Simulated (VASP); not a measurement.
# Be (Cmcm) in VASP: single point with PBEsol

Aim: the single point of Be with PBEsol.

All numbers are computed with VASP 6.6.1; they aren't measurements. Logs are shortened: lines on timing, memory, paths and dates and some standing lists are left out, and cuts for length are marked.

### Step 1. The cell of the first run

The structure is orthorhombic, space group Cmcm (No. 63). The conventional cell has a = 2.300 Å, b = 3.983 Å, c = 3.601 Å, α = 90.00°, β = 90.00°, γ = 90.00°. Be (site symmetry m2m) has 14 Be at 2.14 to 2.73 Å within 2.8 Å.

### Step 2. Single point, PBEsol (atom 1 (Be) moved by (-0.600, +0.000) A along y and z)

Contents of INCAR:

```
  ALGO = Fast
  EDIFF = 1E-7
  ENCUT = 520
  GGA = PS
  ISIF = 2
  ISMEAR = 0
  LASPH = True
  LCHARG = True
  LELF = True
  LREAL = False
  LVHAR = True
  LWAVE = False
  NBANDS = 9
  NELM = 100
  PREC = Accurate
  SIGMA = 0.15
```

Contents of KPOINTS:

```
k-points
0
Gamma
  24 24 14
```

Contents of POSCAR:

```
Be
1.0
    2.2995019849      0.0000000000      0.0000000000
   -1.1497509925      1.9914271350      0.0000000000
    0.0000000000      0.0000000000      3.6009000000
Be
2
Direct
    0.1826876006      0.3653752011      0.2500000000
    0.6666666667      0.3333333333      0.7500000000
```

Potentials or basis: VASP PAW PBE potentials, release 64 (Be).

The run is started by

```bash
> cat potpaw_PBE.64/Be/POTCAR > POTCAR
> mpirun -np 1 vasp_std > vasp.out
```

OUTCAR:

```text
EDIFF = 1E-7
   ENCUT = 520
   GGA = PS
   ISIF = 2
   ISMEAR = 0
   LASPH = True
   LREAL = False
   NELM = 100
   PREC = Accurate

 ion  position               nearest neighbor table
   1  0.183  0.365  0.250-   2 2.14   2 2.14   2 2.14   2 2.14
   2  0.667  0.333  0.750-   1 2.14   1 2.14   1 2.14   1 2.14

  LATTYP: Found a hexagonal cell.
 ALAT       =     2.2995019849
 C/A-ratio  =     1.5659477677

  Lattice vectors:

 A1 = (   2.2995019849,   0.0000000000,   0.0000000000)
 A2 = (  -1.1497509925,   1.9914271350,   0.0000000000)
 A3 = (   0.0000000000,   0.0000000000,   3.6009000000)

Analysis of symmetry for initial positions (statically):
=====================================================================
 Subroutine PRICEL returns:
 Original cell was already a primitive cell.

 Routine SETGRP: Setting up the symmetry group for a
 hexagonal supercell.

 Subroutine GETGRP returns: Found  8 space group operations
 (whereof  2 operations were pure point group operations)
 out of a pool of 24 trial point group operations.

The static configuration has the point symmetry C_1h.
 The point group associated with its full space group is D_2h.

Analysis of symmetry for dynamics (positions and initial velocities):
=====================================================================
 Subroutine PRICEL returns:
 Original cell was already a primitive cell.

 Routine SETGRP: Setting up the symmetry group for a
 hexagonal supercell.

 Subroutine GETGRP returns: Found  8 space group operations
 (whereof  2 operations were pure point group operations)
 out of a pool of 24 trial point group operations.

The dynamic configuration has the point symmetry C_1h.
 The point group associated with its full space group is D_2h.

 Subroutine INISYM returns: Found  8 space group operations
 (whereof  2 operations are pure point group operations),
 and found     1 'primitive' translations

----------------------------------------------------------------------------------------

                                     Primitive cell

  volume of cell :      16.4896

  direct lattice vectors                    reciprocal lattice vectors
     2.299501985  0.000000000  0.000000000     0.434876772  0.251076221  0.000000000
    -1.149750993  1.991427135  0.000000000     0.000000000  0.502152443  0.000000000
     0.000000000  0.000000000  3.600900000     0.000000000  0.000000000  0.277708351

  length of vectors
     2.299501985  2.299501985  3.600900000     0.502152443  0.502152443  0.277708351

  position of ions in fractional coordinates (direct lattice)
[... 82 lines left out ...]
   NSW    =      0    number of steps for IOM
   IBRION =     -1    ionic relax: 0-MD 1-quasi-New 2-CG
   NFREE  =      0    steps in history (QN), initial steepest desc. (CG)
   ISIF   =      2    stress and relaxation
   ISYM   =      2    0-nonsym 1-usesym 2-fastsym
   POTIM  = 0.5000    time-step for ionic-motion
   TEBEG  =    0.0;   TEEND  =   0.0 temperature during run
   PSTRESS=    0.0 pullay stress
   NELECT =       4.0000    total number of electrons
   NUPDOWN=      -1.0000    fix difference up-down
   EMIN   =  10.00;   EMAX   =-10.00  energy-range for DOS
   EFERMI =   0.00;   METHOD = LEGACY
   ISMEAR =     0;   SIGMA  =   0.15  broadening in eV -4-tet -1-fermi 0-gaus
   EFERMI_NEDOS =   21; number of points for ismear=-14 and -15
   IALGO  =     68    algorithm
   IMIX   =      4    mixing-type and parameters
     AMIX     =   0.40;   BMIX     =  1.00
     AMIX_MAG =   1.60;   BMIX_MAG =  1.00
  volume/ion in A,a.u.               =       8.24        55.64
  Fermi-wavevector in a.u.,A,eV,Ry     =   1.020998  1.929407 14.183227  1.042438
  Thomas-Fermi vector in A             =   2.154599
   LORBIT       =      0    0 simple, 1 ext, 2 COOP (PROOUT), +10 PAW based schemes
   GGA     = PS    functional components
   LHFCALC =     F    Hartree Fock is set to
   AEXX    =    0.0000 exact exchange contribution
   IVDW    =     0    specifies the selected vdW correction
   LEPSILON=     F    determine dielectric tensor
   LRPA    =     F    only Hartree local field effects (RPA)
 non-spin polarized calculation
 RMM-DIIS sequential band-by-band and
 Gauss-broadening in eV      SIGMA  =   0.15
  energy-cutoff  :      520.00
  volume of cell :       16.49
 maximum number of plane-waves:       470
 NGX is ok and might be reduce to    18
   NGX =  9   NGY =  9   NGZ = 13

 number of electron       4.0000000 magnetization

 Free energy of the ion-electron system (eV)
  ---------------------------------------------------
  ext. energy  EPLUGINS =         0.00000000
  ---------------------------------------------------
  free energy    TOTEN  =        -7.71917793 eV

  energy without entropy =       -7.71640763  energy(sigma->0) =       -7.71779278

 E-fermi :   6.6869     XC(G=0): -10.4690

 val. band max:        6.6826700513   @ k =  -0.0417   0.5000   0.2857
 cond. band min:       6.7001480653   @ k =   0.4167   0.2917   0.0714
 fundamental gap:      0.0174780141
 Fermi energy:         6.6869423922

 k-point     1 :       0.0000    0.0000    0.0000
  band No.  band energies     occupation
      1      -4.4316      2.00000
      2       2.3582      2.00000
      3       7.7701      0.00000
      4      20.9383      0.00000
      5      22.6666      0.00000
      6      24.5462      0.00000
      7      27.2893      0.00000
      8      27.4684      0.00000
      9      30.9880      0.00000
[... 265 lines left out ...]
 k-point    24 :       0.5000   -0.0000    0.0000
  band No.  band energies     occupation
      1       2.4330      2.00000
      2       2.6104      2.00000
      3      11.2654      0.00000
      4      11.5151      0.00000
      5      14.9138      0.00000
      6      15.2229      0.00000
      7      17.5867      0.00000
      8      18.4349      0.00000
      9      30.8572      0.00000

 [... further k-points ...]
[... 5 lines left out ...]
  --------------------------------------------------------------------------------------
  -------------------------------------------------------------------------------------
  Total        0.4020848     -1.4396512      0.3834887      0.0000000      0.0000000      0.0000000
  in kB       39.0678047   -139.8809600     37.2609486      0.0000000      0.0000000      0.0000000
  external PRESSURE =     -21.1840689 kB  Pullay stress =       0.0000000 kB

 VOLUME and BASIS-vectors are now :
 -----------------------------------------------------------------------------
  energy-cutoff  :      520.00
  volume of cell :       16.49
      direct lattice vectors                 reciprocal lattice vectors
     2.299501985  0.000000000  0.000000000     0.434876772  0.251076221  0.000000000
    -1.149750993  1.991427135  0.000000000     0.000000000  0.502152443  0.000000000
     0.000000000  0.000000000  3.600900000     0.000000000  0.000000000  0.277708351

 POSITION                                       TOTAL-FORCE (eV/Angst)
 -----------------------------------------------------------------------------------
      0.00000      0.72762      0.90023        -0.000000      0.191580     -0.000000
      1.14975      0.66381      2.70068         0.000000     -0.191580      0.000000
 -----------------------------------------------------------------------------------
    total drift:                               -0.000000     -0.000000     -0.000000

  FREE ENERGIE OF THE ION-ELECTRON SYSTEM (eV)
  ---------------------------------------------------
  free  energy   TOTEN  =        -7.7191779264 eV

  energy  without entropy=       -7.7164076285  energy(sigma->0) =       -7.71779278
```

stdout:

```text
POSCAR found type information on POSCAR Be
 POSCAR found :  1 types and       2 ions
 scaLAPACK will be used
 -----------------------------------------------------------------------------
|                                                                             |
|                                                                             |
|     You enforced a specific xc type in the INCAR file but a different       |
|     I HOPE YOU KNOW WHAT YOU ARE DOING!                                     |
|                                                                             |
 -----------------------------------------------------------------------------

 LDA part: xc-table for (Slater+PW92), standard interpolation
 POSCAR, INCAR and KPOINTS ok, starting setup
 FFT: planning ... GRIDC
 FFT: planning ... GRID_SOFT
 FFT: planning ... GRID
 WAVECAR not read
 entering main loop
```

Run time: 60 s. Hardware: 1 thread of Intel Xeon 6975P-C (Granite Rapids), shared host; peak memory 0.26 GiB.

What came out:

* Free energy: -7.7192 eV
* Pressure: -2.1 GPa
* Largest force: 0.192 eV/Å
* Band gap on the k mesh: zero (band 2 reaches 8.01 eV, above the bottom of band 3 at 5.88 eV)

Forces on the atoms (eV/Å):
```
Be   0.000  0.192  0.000
Be   0.000 -0.192  0.000
```

Stress tensor (GPa, compression positive):
```
  3.91   0.00   0.00
  0.00 -13.99   0.00
  0.00   0.00   3.73
```

Caveat: the cell differs from its parent crystal (atom 1 (Be) moved by (-0.600, +0.000) A along y and z); the PAW data sets were made with another functional, which shifts forces and pressure a little.
